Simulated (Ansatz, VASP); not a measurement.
PtS2: VASP beside Ansatz

Contents of INCAR:

```
SYSTEM = PtS2
  PREC = Accurate
  ENCUT = 520
  EDIFF = 1E-6
  ISMEAR = 0
  SIGMA = 0.05
  LREAL = .False.
  LASPH = .True.
  NELM = 100
  ALGO = Normal
  ISIF = 2
  LWAVE = .False.
  LCHARG = .False.
  GGA = PE
  IBRION = 2
  NSW = 50
  EDIFFG = -0.01
```

KPOINTS

```
regular mesh
0
Gamma
  12 12 6
  0 0 0
```

The input POSCAR:

```
PtS2
1.0
    3.3660711220      0.0000000000      0.0000000000
   -1.6830355610      2.9151031026      0.0000000000
    0.0000000000      0.0000000000      7.3346689747
Pt S
1 2
Direct
    0.0000000000      0.0000000000      0.0000000000
    0.3333333333      0.6666666667      0.1889525212
    0.6666666667      0.3333333333      0.8110474788
```

Input for Ansatz:

```yaml
crystal:
  lattice:
    - [3.366071122, 0.0, 0.0]
    - [-1.683035561, 2.9151031026, 0.0]
    - [0.0, 0.0, 7.3346689747]
  atoms:
    - { symbol: Pt, position: [0.0, 0.0, 0.0] }
    - { symbol: S, position: [0.3333333333, 0.6666666667, 0.1889525212] }
    - { symbol: S, position: [0.6666666667, 0.3333333333, 0.8110474788] }
basis:
  ecutwfc: 420
kpoints:
  mp_grid: { grid: [12, 12, 6] }
hamiltonian:
  xc: pbe
  pseudopotentials: { kind: paw }
scf:
  occupations: { method: gaussian, width: 0.05 }
output:
  forces: true
  stress: true
  eigenvalues: true
relax:
  adjacent_minimum: "off"
  f_tol: 0.01
  max_steps: 30
```

Alike in both runs: task relaxation of the atoms; functional PBE; k mesh 12 × 12 × 6; occupations gaussian, width 0.05 eV; no spin polarisation.

```csv
,VASP,Ansatz
version,VASP 6.6.1,Ansatz 0.2.0
potentials or method,"VASP PAW PBE potentials, release 64 (Pt, S), cutoff 520 eV","scalar-relativistic, plane waves, PAW"
valence electrons in the cell,22,30
```

Ansatz gave:

- gap on the k mesh at the Fermi level, each at its own relaxed structure (eV): 1.48

Estimate VASP's values.

gap on the k mesh at the Fermi level, each at its own relaxed structure (eV): 1.49.

VASP's potentials hold 22 valence electrons a cell and Ansatz's 30, so a difference there can come from the potentials and not from the codes. Ansatz's warnings: stress scf threshold loose.

Neither program's run includes spin-orbit coupling.
